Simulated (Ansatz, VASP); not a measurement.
**Na2S in VASP and in Ansatz**

```
Na S
1.0
     4.62943    0.00000    0.00000
     2.31471    4.00920    0.00000
     2.31471    1.33640    3.77991
Na S
2 1
Direct
  0.25000 0.25000 0.25000
  0.75000 0.75000 0.75000
  0.00000 0.00000 0.00000
```

Alike in both runs: task single point; functional PBE; k mesh 6 × 6 × 6; no spin polarisation.

|  | VASP | Ansatz |
| --- | --- | --- |
| version | VASP 6.6.1 | Ansatz 0.2.0 |
| potentials or method | VASP PAW PBE potentials, release 64 (Na_pv, S) | plane waves, PAW |
| plane-wave cutoff (eV) | 500 | 420 |
| occupations | gaussian, width 0.01 eV | fixed |
| valence electrons in the cell | 20 | 24 |

```csv
,VASP,Ansatz,Ansatz less VASP
gap on the k mesh at the Fermi level (eV),2.48,2.48,+0.001
pressure (GPa),0.3,0.3,-0.02
```

VASP's potentials hold 20 valence electrons a cell and Ansatz's 24, so a difference there can come from the potentials and not from the codes.
